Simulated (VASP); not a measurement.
# Si (a cell with a defect) in VASP: notebook

Runs on Si (a cell with a defect). Level: PBEsol. Tasks: single point.

Program: VASP 6.6.1. These are calculated values, not measurements. Logs are shortened: lines on timing, memory, paths and dates and some standing lists are left out, and cuts for length are marked.

### 1 The cell of the first run

The cell holds a defect, 17 atoms: a = 7.679 Å, b = 7.679 Å, c = 7.679 Å, α = 60.00°, β = 60.00°, γ = 60.00°.

### 2 Single point, PBEsol

Input file INCAR:

```
ALGO     = Normal         # electronic algorithm
EDIFF    = 1E-7           # SCF threshold, eV
ENCUT    = 520            # plane-wave cutoff, eV
GGA      = PS             # functional
ISIF     = 2              # what is computed and relaxed
ISMEAR   = 0              # smearing method
LASPH    = True           # aspherical terms in the spheres
LCHARG   = False          # write CHGCAR
LREAL    = Auto         
LWAVE    = False          # write WAVECAR
NBANDS   = 48             # bands
NELM     = 100            # most SCF steps
PREC     = Accurate       # precision mode
SIGMA    = 0.02           # smearing width, eV
```

Input file KPOINTS:

```
k-points
0
Gamma
  2 2 2
```

Input file POSCAR:

```
Si
1.0
    0.0000000000      5.4300000000      5.4300000000
    5.4300000000      0.0000000000      5.4300000000
    5.4300000000      5.4300000000      0.0000000000
Si
17
Direct
    0.0017045288      0.0016481921     -0.0049896311
    0.1279873166      0.1280127265      0.1224486501
    0.0023149712      0.0021765702      0.5025217654
    0.1250161445      0.1244117201      0.6262568983
   -0.0012066548      0.5003196133      0.0005788777
    0.1279823943      0.6215783765      0.1224285124
    0.0022911207      0.4930881144      0.5024881798
    0.1282285655      0.6218345759      0.6281487466
    0.5003342971     -0.0010802643      0.0004724259
    0.6217215600      0.1279960023      0.1222833241
    0.4937189141      0.0020173747      0.5022661911
    0.6220815090      0.1281356645      0.6280332747
    0.5003263852      0.5002770084      0.0004570884
    0.6250001672      0.6250961607      0.1247927819
    0.5005807170      0.5004568357      0.4985251641
    0.6220727210      0.6217872828      0.6280176211
    0.8750373426      0.8744136462      0.3762382295
```

Potentials or basis: VASP PAW PBE potentials, release 64 (Si).

Started as:

```sh
$ cat potpaw_PBE.64/Si/POTCAR > POTCAR
$ mpirun -np 1 vasp_std > vasp.out
```

OUTCAR:

```text
EDIFF = 1E-7
   ENCUT = 520
   GGA = PS
   ISIF = 2
   ISMEAR = 0
   LASPH = True
   LREAL = Auto
   NELM = 100
   PREC = Accurate

 ion  position               nearest neighbor table
   1  0.002  0.002  0.995-   4 2.31  10 2.38   6 2.38   2 2.38  17 2.39
   2  0.128  0.128  0.122-   5 2.33   9 2.33   3 2.38   1 2.38  17 2.75
   3  0.002  0.002  0.503-   4 2.31   2 2.38  12 2.38   8 2.38  17 2.39
   4  0.125  0.124  0.626-   3 2.31   7 2.31  11 2.31   1 2.31
   5  0.999  0.500  0.001-   6 2.33   2 2.33   8 2.34  14 2.34
   6  0.128  0.622  0.122-   5 2.33  13 2.33   7 2.38   1 2.38  17 2.75
   7  0.002  0.493  0.502-   4 2.31   6 2.38  16 2.38   8 2.38  17 2.39
   8  0.128  0.622  0.628-  15 2.33   5 2.34   3 2.38   7 2.38  17 2.74
   9  0.500  0.999  0.000-  10 2.33   2 2.33  12 2.34  14 2.34
  10  0.622  0.128  0.122-   9 2.33  13 2.33   1 2.38  11 2.38  17 2.75
  11  0.494  0.002  0.502-   4 2.31  10 2.38  16 2.38  12 2.38  17 2.39
  12  0.622  0.128  0.628-  15 2.33   9 2.34   3 2.38  11 2.38  17 2.74
  13  0.500  0.500  0.000-  10 2.33   6 2.33  16 2.34  14 2.34
  14  0.625  0.625  0.125-  15 2.34   5 2.34   9 2.34  13 2.34
  15  0.501  0.500  0.499-  16 2.33  12 2.33   8 2.33  14 2.34
  16  0.622  0.622  0.628-  15 2.33  13 2.34   7 2.38  11 2.38  17 2.75
  17  0.875  0.874  0.376-   1 2.39  11 2.39   3 2.39   7 2.39   8 2.74  12 2.74  16 2.75   2 2.75
                             6 2.75  10 2.75

  LATTYP: Found a face centered cubic cell.
 ALAT       =    10.8600000000

  Lattice vectors:

 A1 = (   0.0000000000,   5.4300000000,   5.4300000000)
 A2 = (   5.4300000000,   0.0000000000,   5.4300000000)
 A3 = (   5.4300000000,   5.4300000000,   0.0000000000)

Analysis of symmetry for initial positions (statically):
=====================================================================
 Subroutine PRICEL returns:
 Original cell was already a primitive cell.

 Routine SETGRP: Setting up the symmetry group for a
 face centered cubic supercell.

 Subroutine GETGRP returns: Found  1 space group operations
 (whereof  1 operations were pure point group operations)
 out of a pool of 48 trial point group operations.

The static configuration has the point symmetry C_1 .

Analysis of symmetry for dynamics (positions and initial velocities):
=====================================================================
 Subroutine PRICEL returns:
 Original cell was already a primitive cell.

 Routine SETGRP: Setting up the symmetry group for a
 face centered cubic supercell.

 Subroutine GETGRP returns: Found  1 space group operations
 (whereof  1 operations were pure point group operations)
[... 124 lines left out ...]
   TEBEG  =    0.0;   TEEND  =   0.0 temperature during run
   PSTRESS=    0.0 pullay stress
   NELECT =      68.0000    total number of electrons
   NUPDOWN=      -1.0000    fix difference up-down
   EMIN   =  10.00;   EMAX   =-10.00  energy-range for DOS
   EFERMI =   0.00;   METHOD = LEGACY
   ISMEAR =     0;   SIGMA  =   0.02  broadening in eV -4-tet -1-fermi 0-gaus
   EFERMI_NEDOS =   21; number of points for ismear=-14 and -15
   IALGO  =     38    algorithm
   IMIX   =      4    mixing-type and parameters
     AMIX     =   0.40;   BMIX     =  1.00
     AMIX_MAG =   1.60;   BMIX_MAG =  1.00
  volume/ion in A,a.u.               =      18.84       127.11
  Fermi-wavevector in a.u.,A,eV,Ry     =   0.976715  1.845724 12.979587  0.953973
  Thomas-Fermi vector in A             =   2.107356
   LORBIT       =      0    0 simple, 1 ext, 2 COOP (PROOUT), +10 PAW based schemes
   GGA     = PS    functional components
   LHFCALC =     F    Hartree Fock is set to
   AEXX    =    0.0000 exact exchange contribution
   IVDW    =     0    specifies the selected vdW correction
   LEPSILON=     F    determine dielectric tensor
   LRPA    =     F    only Hartree local field effects (RPA)
 non-spin polarized calculation
 Gauss-broadening in eV      SIGMA  =   0.02
  energy-cutoff  :      520.00
  volume of cell :      320.21
 maximum number of plane-waves:      8646
 NGX is ok and might be reduce to    60
   NGX = 29   NGY = 29   NGZ = 29

 number of electron      68.0000001 magnetization

 Free energy of the ion-electron system (eV)
  ---------------------------------------------------
  ext. energy  EPLUGINS =         0.00000000
  ---------------------------------------------------
  free energy    TOTEN  =       -93.92158685 eV

  energy without entropy =      -93.91765357  energy(sigma->0) =      -93.91962021

 E-fermi :   6.8056     XC(G=0):  -9.8056

 val. band max:        6.5665296538   @ k =   0.0000   0.0000   0.0000
 cond. band min:       6.8116915369   @ k =   0.5000   0.0000   0.5000
 fundamental gap:      0.2451618830
 Fermi energy:         6.8055587520

 k-point     1 :       0.0000    0.0000    0.0000
  band No.  band energies     occupation
      1      -6.3871      2.00000
      2      -3.8265      2.00000
      3      -3.6838      2.00000
      4      -3.6829      2.00000
      5      -3.6818      2.00000
      6      -2.8687      2.00000
[... 381 lines left out ...]
     45      10.0344      0.00000
     46      10.0404      0.00000
 [bands above 46 left out]

------------------------ aborting loop because EDIFF is reached ----------------------------------------

  FORCE on cell =-STRESS in cart. coord.  units (eV):
  Direction    XX          YY          ZZ          XY          YZ          ZX
  --------------------------------------------------------------------------------------
  -------------------------------------------------------------------------------------
  Total        7.0231982      7.0153353      7.0230872      0.0005590     -0.0002624     -0.0023277
  in kB       35.1411540     35.1018117     35.1405990      0.0027969     -0.0013132     -0.0116470
  external PRESSURE =      35.1278549 kB  Pullay stress =       0.0000000 kB

 VOLUME and BASIS-vectors are now :
 -----------------------------------------------------------------------------
  energy-cutoff  :      520.00
  volume of cell :      320.21
      direct lattice vectors                 reciprocal lattice vectors
     0.000000000  5.430000000  5.430000000    -0.092081031  0.092081031  0.092081031
     5.430000000  0.000000000  5.430000000     0.092081031 -0.092081031  0.092081031
     5.430000000  5.430000000  0.000000000     0.092081031  0.092081031 -0.092081031

 POSITION                                       TOTAL-FORCE (eV/Angst)
 -----------------------------------------------------------------------------------
      5.41186      5.41216      0.01821        -0.013266     -0.011156      0.013630
      1.36001      1.35987      1.39008        -0.004313     -0.001062     -0.015450
      2.74051      2.74126      0.02439        -0.000229      0.003730     -0.005289
      4.07613      4.07941      1.35439        -0.001176     -0.001433      0.001028
      2.71988      5.42659      8.14018         0.008719     -0.015665     -0.009113
      4.03996      1.35973      4.07011         0.015918     -0.000733      0.004314
[... 9 lines left out ...]
      6.78644      6.78799      6.75416         0.005743      0.004012      0.011322
      6.79104      6.79443      9.49952        -0.000242     -0.000979     -0.000181
 -----------------------------------------------------------------------------------
    total drift:                               -0.004163     -0.009161      0.004355

  FREE ENERGIE OF THE ION-ELECTRON SYSTEM (eV)
  ---------------------------------------------------
  free  energy   TOTEN  =       -93.9215868491 eV

  energy  without entropy=      -93.9176535674  energy(sigma->0) =      -93.91962021
```

stdout:

```text
POSCAR found type information on POSCAR Si
 POSCAR found :  1 types and      17 ions
 scaLAPACK will be used
 -----------------------------------------------------------------------------
|                                                                             |
|                                                                             |
|     You enforced a specific xc type in the INCAR file but a different       |
|     I HOPE YOU KNOW WHAT YOU ARE DOING!                                     |
|                                                                             |
 -----------------------------------------------------------------------------

 LDA part: xc-table for (Slater+PW92), standard interpolation
 POSCAR, INCAR and KPOINTS ok, starting setup
 FFT: planning ... GRIDC
 FFT: planning ... GRID_SOFT
 FFT: planning ... GRID
 WAVECAR not read
 entering main loop
```

Wall time 4.4 min (1 thread of Intel Xeon Platinum 8488C (Sapphire Rapids), shared host); peak memory 0.46 GiB.

What came out:

| Item | Value |
| --- | --- |
| Free energy | -93.9216 eV |
| Pressure | 3.5 GPa |
| Largest force | 0.022 eV/Å |
| Band gap on the k mesh | zero (bands 34 and 35 overlap by 0.25 eV) |

Forces on the atoms (eV/Å):
```
Si  -0.013 -0.011  0.014
Si  -0.004 -0.001 -0.015
Si   0.000  0.004 -0.005
Si  -0.001 -0.001  0.001
Si   0.009 -0.016 -0.009
Si   0.016 -0.001  0.004
Si   0.005  0.005  0.000
Si   0.003 -0.012 -0.003
Si  -0.017  0.008 -0.012
Si  -0.001  0.020  0.002
Si   0.007  0.000 -0.006
Si  -0.011  0.004 -0.006
Si   0.012  0.009  0.017
Si   0.000  0.000  0.000
Si  -0.009 -0.010  0.008
Si   0.006  0.004  0.011
Si   0.000 -0.001  0.000
```

Levels at points of the mesh, in eV from the Fermi level:
```tsv
k point	band 30	band 31	band 32	band 33	band 34	band 35	band 36	band 37	band 38	band 39
(0.00, 0.00, 0.00)	-1.69	-0.78	-0.77	-0.77	-0.25	-0.24	-0.24	0.04	0.04	0.42
(0.50, 0.00, 0.00)	-1.52	-1.52	-1.37	-1.36	-0.34	0.51	0.52	0.87	0.87	1.28
(0.00, 0.50, 0.00)	-1.52	-1.52	-1.37	-1.36	-0.34	0.51	0.52	0.86	0.86	1.29
(0.00, 0.00, 0.50)	-1.52	-1.52	-1.37	-1.36	-0.34	0.51	0.51	0.87	0.87	1.28
(0.50, 0.50, 0.50)	-1.52	-1.52	-1.37	-1.36	-0.34	0.51	0.52	0.86	0.86	1.29
(0.50, 0.50, 0.00)	-1.96	-1.96	-1.83	-0.97	0.01	0.71	1.03	1.03	1.13	1.89
(0.00, 0.50, 0.50)	-1.96	-1.96	-1.83	-0.97	0.01	0.71	1.03	1.03	1.13	1.89
(0.50, 0.00, 0.50)	-1.96	-1.96	-1.83	-0.97	0.01	0.71	1.03	1.04	1.13	1.89
```

Caveat: the k points lie up to 0.50 Å⁻¹ apart; the PAW data sets were made with another functional, which shifts forces and pressure a little.

### 3 Single point, PBEsol

Input file INCAR:

```
SYSTEM = Si
  ALGO = Normal
  EDIFF = 1E-6
  ENCUT = 520
  GGA = PS
  ISIF = 2
  ISMEAR = 0
  LASPH = .True.
  LCHARG = .False.
  LREAL = Auto
  LWAVE = .False.
  NBANDS = 48
  NELM = 60
  PREC = Accurate
  SIGMA = 0.02
```

Input file KPOINTS:

```
k-points
0
Gamma
  2 2 2
  0 0 0
```

Input file POSCAR:

```
Si
1.0
    0.0000000000      5.4300000000      5.4300000000
    5.4300000000      0.0000000000      5.4300000000
    5.4300000000      5.4300000000      0.0000000000
Si
17
Direct
    0.0000946956     -0.0000483096     -0.0001126018
    0.1244395033      0.1245796474      0.1247804184
    0.0027639374      0.0032689406      0.4970213625
    0.1246430075      0.1247091365      0.6259949045
    0.0025709414      0.4968703323      0.0036806032
    0.1245466515      0.6260739992      0.1248153197
    0.0029847178      0.4969343508      0.4970127547
    0.1304249077      0.6231378234      0.6234325624
    0.4967317379      0.0029712779      0.0035718507
    0.6262314313      0.1245606607      0.1247704529
    0.4969465982      0.0032286595      0.4970175798
    0.6226276695      0.1315230140      0.6231927850
    0.4968638423      0.4968496839      0.0036558448
    0.6223713035      0.6226517801      0.1325625614
    0.4991792652      0.5002308800      0.5012210401
    0.6229161710      0.6230773437      0.6233840802
    0.7492230389      0.7502194195      0.7511531715
```

Potentials or basis: VASP PAW PBE potentials, release 64 (Si).

Started as:

```sh
$ cat potpaw_PBE.64/Si/POTCAR > POTCAR
$ mpirun -np 1 vasp_std > vasp.out
```

Wall time 3.2 min (1 thread of Intel Xeon Platinum 8488C (Sapphire Rapids), shared host); peak memory 0.46 GiB.

Results (log left out):

```
Free energy            : -93.9214 eV
Pressure               : 3.5 GPa
Largest force          : 0.029 eV/Å
Band gap on the k mesh : zero (bands 34 and 35 overlap by 0.25 eV)
```

Forces in eV/Å, atoms in the order of the input:
```
Si   0.002  0.001 -0.001
Si  -0.015 -0.015 -0.011
Si   0.002  0.003 -0.021
Si   0.013  0.017 -0.017
Si  -0.003 -0.017  0.005
Si   0.010 -0.017  0.017
Si   0.029  0.001 -0.001
Si  -0.009  0.012  0.009
Si  -0.018 -0.003  0.002
Si  -0.014  0.012  0.014
Si   0.002  0.020 -0.003
Si   0.006 -0.001  0.001
Si  -0.002 -0.005  0.017
Si  -0.003 -0.004  0.004
Si   0.003  0.001 -0.001
Si  -0.007 -0.007 -0.010
Si   0.004  0.001 -0.001
```

Levels at points of the mesh, in eV from the Fermi level:
```tsv
k point	band 31	band 32	band 33	band 34	band 35	band 36	band 37	band 38
(0.00, 0.00, 0.00)	-0.78	-0.77	-0.77	-0.24	-0.24	-0.24	0.04	0.04
(0.50, 0.00, 0.00)	-1.52	-1.37	-1.36	-0.34	0.51	0.51	0.87	0.87
(0.00, 0.50, 0.00)	-1.52	-1.37	-1.36	-0.34	0.51	0.52	0.87	0.87
(0.00, 0.00, 0.50)	-1.52	-1.37	-1.37	-0.34	0.51	0.52	0.86	0.86
(0.50, 0.50, 0.50)	-1.52	-1.37	-1.36	-0.34	0.51	0.52	0.87	0.87
(0.50, 0.50, 0.00)	-1.96	-1.83	-0.97	0.01	0.71	1.03	1.03	1.13
(0.00, 0.50, 0.50)	-1.96	-1.83	-0.97	0.01	0.71	1.03	1.04	1.13
(0.50, 0.00, 0.50)	-1.96	-1.83	-0.97	0.01	0.71	1.03	1.03	1.13
```

Caveat: the k points lie up to 0.50 Å⁻¹ apart; the PAW data sets were made with another functional, which shifts forces and pressure a little.

### 4 Single point, PBEsol

Input file INCAR:

```
SYSTEM = Si
PREC = Accurate ; ENCUT = 520
EDIFF = 1E-6 ; ISMEAR = 0
SIGMA = 0.02 ; LREAL = Auto
LASPH = .True. ; NELM = 60
ALGO = Normal ; ISIF = 2
LWAVE = .False. ; LCHARG = .True.
GGA = PS ; LELF = .True.
LVHAR = .True. ; NBANDS = 48
```

Input file KPOINTS:

```
regular mesh
0
Gamma
  2 2 2
  0 0 0
```

Input file POSCAR:

```
Si
1.0
    0.0000000000      5.4300000000      5.4300000000
    5.4300000000      0.0000000000      5.4300000000
    5.4300000000      5.4300000000      0.0000000000
Si
17
Direct
    0.0017045120      0.0016481584     -0.0049895948
    0.1279872928      0.1280127072      0.1224486188
    0.0023149171      0.0021766114      0.5025217311
    0.1250161142      0.1244116943      0.6262569982
   -0.0012067219      0.5003196133      0.0005789134
    0.1279824125      0.6215783610      0.1224284530
    0.0022911602      0.4930880295      0.5024882136
    0.1282286372      0.6218345304      0.6281487109
    0.5003343462     -0.0010803867      0.0004724678
    0.6217214549      0.1279960405      0.1222833333
    0.4937188766      0.0020174033      0.5022662063
    0.6220814917      0.1281356354      0.6280332413
    0.5003263352      0.5002769797      0.0004570902
    0.6250001842      0.6250961326      0.1247928177
    0.5005807551      0.5004568140      0.4985251381
    0.6220727440      0.6217872928      0.6280176796
    0.8750372928      0.8744137201      0.3762382136
```

Started as:

```sh
$ cat potpaw_PBE.64/Si/POTCAR > POTCAR
$ mpirun -np 1 vasp_std > vasp.out
```

Run time: 3.1 min. Hardware: 1 thread of Intel Xeon Platinum 8488C (Sapphire Rapids), shared host; peak memory 0.46 GiB.

Results (log left out):

| Quantity | Value |
| --- | --- |
| Free energy | -93.9216 eV |
| Pressure | 3.5 GPa |
| Largest force | 0.022 eV/Å |
| Band gap on the k mesh | zero (bands 34 and 35 overlap by 0.25 eV) |

Forces in eV/Å, atoms in the order of the input:
```
Si  -0.013 -0.011  0.014
Si  -0.004 -0.001 -0.015
Si   0.000  0.004 -0.005
Si  -0.001 -0.001  0.001
Si   0.009 -0.016 -0.009
Si   0.016 -0.001  0.004
Si   0.005  0.005  0.000
Si   0.003 -0.012 -0.003
Si  -0.017  0.008 -0.012
Si  -0.001  0.020  0.002
Si   0.007  0.000 -0.006
Si  -0.011  0.004 -0.006
Si   0.012  0.009  0.017
Si   0.000  0.000  0.000
Si  -0.009 -0.010  0.008
Si   0.006  0.004  0.011
Si   0.000 -0.001  0.000
```

Levels at points of the mesh, in eV from the Fermi level:
| k point | band 32 | band 33 | band 34 | band 35 | band 36 | band 37 |
| --- | --- | --- | --- | --- | --- | --- |
| (0.00, 0.00, 0.00) | -0.77 | -0.77 | -0.25 | -0.24 | -0.24 | 0.04 |
| (0.50, 0.00, 0.00) | -1.37 | -1.36 | -0.34 | 0.51 | 0.52 | 0.87 |
| (0.00, 0.50, 0.00) | -1.37 | -1.36 | -0.34 | 0.51 | 0.52 | 0.86 |
| (0.00, 0.00, 0.50) | -1.37 | -1.36 | -0.34 | 0.51 | 0.51 | 0.87 |
| (0.50, 0.50, 0.50) | -1.37 | -1.36 | -0.34 | 0.51 | 0.52 | 0.86 |
| (0.50, 0.50, 0.00) | -1.83 | -0.97 | 0.01 | 0.71 | 1.03 | 1.03 |
| (0.00, 0.50, 0.50) | -1.83 | -0.97 | 0.01 | 0.71 | 1.03 | 1.03 |
| (0.50, 0.00, 0.50) | -1.83 | -0.97 | 0.01 | 0.71 | 1.03 | 1.04 |

Caveat: the k points lie up to 0.50 Å⁻¹ apart; the PAW data sets were made with another functional, which shifts forces and pressure a little.
